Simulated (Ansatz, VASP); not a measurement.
# Na: VASP beside Ansatz

INCAR

```
ALGO = Fast
EDIFF = 1E-6
ENCUT = 520
ISIF = 2
ISMEAR = 0
LASPH = True
LCHARG = False
LREAL = False
LWAVE = False
NBANDS = 10
NELM = 100
PREC = Accurate
SIGMA = 0.15
```

Contents of KPOINTS:

```
k-points
0
Gamma
  18 18 18
```

Contents of POSCAR:

```
Na
1.0
   -2.0204562024      1.8806417008      2.6691859400
    1.8806417008     -2.0204562024      2.6691859400
    1.9208922188      1.9208922188     -2.7687499236
Na
1
Direct
    0.0000000000      0.0000000000      0.0000000000
```

Input for Ansatz:

```yaml
crystal:
  lattice:
    - [-2.0204562024, 1.8806417008, 2.66918594]
    - [1.8806417008, -2.0204562024, 2.66918594]
    - [1.9208922188, 1.9208922188, -2.7687499236]
  atoms:
    - { symbol: Na, position: [0.0, 0.0, 0.0] }
basis:
  ecutwfc: 520.0
kpoints:
  mp_grid: { grid: [18, 18, 18] }
hamiltonian:
  xc: lda
  pseudopotentials: { kind: paw }
scf:
  occupations: { method: gaussian, width: 0.15 }
output:
  forces: true
  stress: true
  eigenvalues: true
```

Change from the starting cell: equal engineering shear yz, xz and xy -0.0550, equal normal strain along x, y and z +0.0500.

Alike in both runs: task single point; functional LDA; k mesh 18 × 18 × 18; occupations gaussian, width 0.15 eV; no spin polarisation.

```csv
,VASP,Ansatz
version,VASP 6.6.1,Ansatz 0.2.0
potentials or method,"VASP PAW LDA potentials, release 64 (Na_pv), cutoff 520 eV","scalar-relativistic, plane waves, PAW"
valence electrons in the cell,7,9
```

VASP gave:

* gap on the k mesh at the Fermi level (eV): none
* pressure (GPa): -1.1
* traceless stress, the component that is largest in VASP (GPa): 0.31

Task: Which values does Ansatz return?

Result: gap on the k mesh at the Fermi level (eV): none; pressure (GPa): -1.0; traceless stress, the component that is largest in VASP (GPa): 0.31.

LDA's correlation is that of Perdew and Zunger in VASP and of Perdew and Wang (1992) in Ansatz. A gap of «none» marks a metal or a gap that the smearing closes. VASP's potentials hold 7 valence electrons a cell and Ansatz's 9, so a difference there can come from the potentials and not from the codes.
